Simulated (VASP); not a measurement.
The system is Nb.

```xyz
1
Lattice="-1.6640 1.6640 1.6640 1.6640 -1.6640 1.6640 1.6640 1.6640 -1.6640" Properties=species:S:1:pos:R:3 pbc="T T T"
Nb    0.0000    0.0000    0.0000
```

Base run:

| Quantity | Value |
| --- | --- |
| Program | VASP 6.6.1 |
| Functional | r2SCAN |
| Potentials or basis | VASP PAW PBE potentials, release 64 (Nb_sv) |
| Cutoff | 520 eV |
| k mesh | 15 × 15 × 15 |
| Occupations | fermi-dirac, width 0.03 eV |
| Spin | no spin polarisation |

Its results: pressure -3.8 GPa.

Q: The run is repeated on the same cell with these changes: functional from r2SCAN to PBE. What comes out?

A: Pressure -2.8 GPa.

Caveats: the PAW data sets were made with another functional, which shifts forces and pressure a little (some runs).
